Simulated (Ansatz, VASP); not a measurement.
## One calculation of Ge, two programs

File INCAR:

```
SYSTEM = Ge
PREC = Accurate
ENCUT = 520
EDIFF = 1E-6
ISMEAR = 0
SIGMA = 0.1
LREAL = .FALSE.
LASPH = .TRUE.
NELM = 100
ALGO = Normal
ISIF = 2
LWAVE = .FALSE.
LCHARG = .FALSE.
LDIPOL = .TRUE.
IDIPOL = 3
DIPOL = 0.5 0.5 0.375
GGA = PE
IVDW = 12
NBANDS = 36
```

KPOINTS

```
Automatic mesh
0
G
  9 9 1
  0 0 0
```

The input POSCAR:

```
Ge
1.0
    4.0226895460      0.0000000000      0.0000000000
   -2.0113447730      3.4837513384      0.0000000000
    0.0000000000      0.0000000000     18.8685220369
Ge
4
Direct
    0.3333333333      0.6666666667      0.2747571330
    0.6666666667      0.3333333333      0.2384924474
    0.5555555556      0.4444444444      0.5108254912
    0.8888888889      0.1111111111      0.4745608056
```

Input for Ansatz:

```yaml
crystal:
  lattice:
    - [4.022689546, 0.0, 0.0]
    - [-2.011344773, 3.4837513384, 0.0]
    - [0.0, 0.0, 18.8685220369]
  atoms:
    - { symbol: Ge, position: [0.3333333333, 0.6666666667, 0.274757133] }
    - { symbol: Ge, position: [0.6666666667, 0.3333333333, 0.2384924474] }
    - { symbol: Ge, position: [0.5555555556, 0.4444444444, 0.5108254912] }
    - { symbol: Ge, position: [0.8888888889, 0.1111111111, 0.4745608056] }
basis:
  ecutwfc: 420
kpoints:
  mp_grid: { grid: [9, 9, 1] }
hamiltonian:
  xc: pbe
  pseudopotentials: { kind: paw, azcp: { folder: soft_1 } }
  dispersion: d3bj
scf:
  occupations: { method: gaussian, width: 0.1 }
output:
  forces: true
  eigenvalues: true
efield:
  axis: 3
  dipole_correction: true
  ramp_width: 0.04
```

Alike in both runs: task single point; functional PBE; dispersion D3(BJ); k mesh 9 × 9 × 1; occupations gaussian, width 0.1 eV; no spin polarisation.

|  | VASP | Ansatz |
| --- | --- | --- |
| version | VASP 6.6.1 | Ansatz 0.2.0 |
| potentials or method | VASP PAW PBE potentials, release 64 (Ge_d), cutoff 520 eV | scalar-relativistic, plane waves, PAW |
| valence electrons in the cell | 56 | 56 |

|  | VASP | Ansatz | Ansatz less VASP |
| --- | --- | --- | --- |
| gap on the k mesh at the Fermi level (eV) | 0.49 | 0.49 | 0.000 |
| least direct gap on the mesh (eV) | 0.49 | 0.49 | 0.000 |
| rms of the force components (eV/Å) | 0.059 | 0.059 | +0.0002 |

Atom by atom the forces differ by 0.001 eV/Å (rms over components).
